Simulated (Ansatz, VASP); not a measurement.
# Two plane-wave programs on GaP

The input POSCAR:

```
GaP
1.0
    0.0000000000      2.7254101930      2.7254101930
    2.7254101930      0.0000000000      2.7254101930
    2.7254101930      2.7254101930      0.0000000000
Ga P
1 1
Direct
    0.0000000000      0.0000000000      0.0000000000
    0.2500000000      0.2500000000      0.2500000000
```

The input INCAR.step1:

```
PREC     = Accurate       # precision mode
ENCUT    = 520            # plane-wave cutoff, eV
EDIFF    = 1E-5           # SCF threshold, eV
ISMEAR   = 0              # smearing method
SIGMA    = 0.01           # smearing width, eV
LREAL    = F              # projectors in reciprocal space
LASPH    = T              # aspherical terms in the spheres
NELM     = 60             # most SCF steps
ALGO     = Normal         # electronic algorithm
ISIF     = 2              # what is computed and relaxed
LWAVE    = T              # write WAVECAR
LCHARG   = F              # write CHGCAR
GGA      = PE             # functional
NBANDS   = 16             # bands
```

Contents of INCAR.step2:

```
PREC     = Accurate       # precision mode
ENCUT    = 520            # plane-wave cutoff, eV
EDIFF    = 1E-6           # SCF threshold, eV
ISMEAR   = 0              # smearing method
SIGMA    = 0.01           # smearing width, eV
LREAL    = F              # projectors in reciprocal space
LASPH    = T              # aspherical terms in the spheres
NELM     = 60             # most SCF steps
ALGO     = Normal         # electronic algorithm
ISIF     = 2              # what is computed and relaxed
LWAVE    = F              # write WAVECAR
LCHARG   = F              # write CHGCAR
GGA      = PE             # functional
LHFCALC  = T              # exact exchange
HFSCREEN = 0.2079         # screening, 1/A
PRECFOCK = Normal       
ISTART   = 1            
NBANDS   = 16             # bands
```

KPOINTS

```
Automatic mesh
0
Gamma
  4 4 4
```

Input for Ansatz:

```yaml
crystal:
  lattice:
    - [0.0, 2.725410193, 2.725410193]
    - [2.725410193, 0.0, 2.725410193]
    - [2.725410193, 2.725410193, 0.0]
  atoms:
    - { symbol: Ga, position: [0.0, 0.0, 0.0] }
    - { symbol: P, position: [0.25, 0.25, 0.25] }
kpoints:
  mp_grid: { grid: [4, 4, 4] }
hamiltonian:
  xc: hse06
scf:
  occupations: { method: fixed }
  n_extra_bands: 4
output:
  forces: true
  stress: true
  eigenvalues: true
  write_density: true
  write_potential: true
  elf: true
  volumetric_format: npy
```

Alike in both runs: task single point; functional HSE06; k mesh 4 × 4 × 4; no spin polarisation.

|  | VASP | Ansatz |
| --- | --- | --- |
| version | VASP 6.6.1 | Ansatz 0.2.0 |
| potentials or method | VASP PAW PBE potentials, release 64 (Ga_d, P) | plane waves, PAW |
| plane-wave cutoff (eV) | 520 | 420 |
| occupations | gaussian, width 0.01 eV | fixed |
| valence electrons in the cell | 18 | 18 |

|  | VASP | Ansatz | Ansatz less VASP |
| --- | --- | --- | --- |
| gap on the k mesh at the Fermi level (eV) | 2.31 | 2.30 | -0.004 |
| pressure (GPa) | 1.0 | 1.1 | +0.17 |

Ansatz's warnings: stress exchange threshold loose, stress scf threshold loose.

The k mesh is coarse, so the values compare programs but aren't converged.
